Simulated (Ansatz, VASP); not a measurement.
## Si3IrRu: VASP beside Ansatz

```
Si Ru Ir
1.0
     3.97253    0.00000    0.00000
    -1.98627    3.44031    0.00000
     0.00000    0.00000    5.67937
Si Ru Ir
3 1 1
Direct
  0.00000 0.00000 0.86151
  0.66667 0.33333 0.06329
  0.00000 0.00000 0.41781
  0.33333 0.66667 0.80924
  0.66667 0.33333 0.47825
```

Alike in both runs: functional PBE; k mesh 12 × 12 × 6; occupations gaussian, width 0.1 eV; no spin polarisation.

Ansatz relaxed the structure, and its values are those at the end. VASP's run is a single point on that final structure, the one shown.

|  | VASP | Ansatz |
| --- | --- | --- |
| version | VASP 6.6.1 | Ansatz 0.2.0 |
| potentials or method | VASP PAW PBE potentials, release 64 (Si, Ru_pv, Ir), cutoff 520 eV | scalar-relativistic, plane waves, PAW |
| valence electrons in the cell | 35 | 45 |

Ansatz gave:

- gap on the k mesh at the Fermi level (eV): none
- pressure (GPa): 0.0
- rms of the force components (eV/Å): 0.002

Problem. Which values does VASP return?

Solution. gap on the k mesh at the Fermi level (eV): none; pressure (GPa): 0.2; rms of the force components (eV/Å): 0.013.

A gap of «none» marks a metal or a gap that the smearing closes. VASP's potentials hold 35 valence electrons a cell and Ansatz's 45, so a difference there can come from the potentials and not from the codes.

Spin-orbit coupling is off throughout.
